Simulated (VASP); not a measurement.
Runs of VASP 6.6.1 on NaCl. The structure is that of space group Pm-3m (No. 221), or close to it. The cells are those of the table. 

```csv
task,level,potentials or basis,cell,k mesh,cutoff (eV),smearing,gap on the mesh (eV),pressure (GPa),relaxed volume (Å³/atom)
single point,PBE,"VASP PAW PBE potentials, release 64 (Na_pv, Cl)","a = 3.460 Å, 2 atoms",4 × 4 × 4,520,gaussian 0.01 eV,4.10,1.2,-
relaxation of cell and atoms,LDA,"VASP PAW LDA potentials, release 64 (Na_pv, Cl)","relaxed from a = 3.506 Å, 2 atoms",6 × 6 × 6,600,fermi-dirac 0.02 eV,4.01,0.0,19.14
single point,LDA,"VASP PAW LDA potentials, release 64 (Na_pv, Cl)","a = 3.370 Å, 2 atoms",6 × 6 × 6,520,fermi-dirac 0.02 eV,4.01,0.0,-
relaxation of cell and atoms,PBEsol,"VASP PAW PBE potentials, release 64 (Na_pv, Cl)","relaxed from a = 3.506 Å, 2 atoms",6 × 6 × 6,600,fermi-dirac 0.02 eV,3.99,0.0,20.50
single point,LDA,"VASP PAW LDA potentials, release 64 (Na_pv, Cl)","a = 3.460 Å, 2 atoms",8 × 8 × 8,520,gaussian 0.01 eV,3.73,(a),-
single point,PBE,"VASP PAW PBE potentials, release 64 (Na_pv, Cl)","a = 3.460 Å, 2 atoms",8 × 8 × 8,520,fermi-dirac 0.02 eV,4.10,1.1,-
single point,r2SCAN,"VASP PAW PBE potentials, release 64 (Na_pv, Cl)","a = 3.460 Å, 2 atoms",8 × 8 × 8,520,gaussian 0.01 eV,4.95,-0.3,-
single point,PBE,"VASP PAW PBE potentials, release 64 (Na_pv, Cl)","a = 3.506 Å, 2 atoms",8 × 8 × 8,520,fermi-dirac 0.02 eV,(b),0.0,-
single point,PBEsol,"VASP PAW PBE potentials, release 64 (Na_pv, Cl)","a = 3.447 Å, 2 atoms",6 × 6 × 6,520,fermi-dirac 0.02 eV,3.99,0.0,-
single point,r2SCAN,"VASP PAW PBE potentials, release 64 (Na_pv, Cl)","a = 3.460 Å, 2 atoms",6 × 6 × 6,520,fermi-dirac 0.02 eV,4.95,-0.3,-
```

Alike in all rows: no spin polarisation.

Q: Estimate the missing entries.

A: (a) -2.3; (b) 3.97.

Caveats: some runs use coarse meshes; the PAW data sets were made with another functional, which shifts forces and pressure a little (some runs).

A k mesh can miss the band edges.
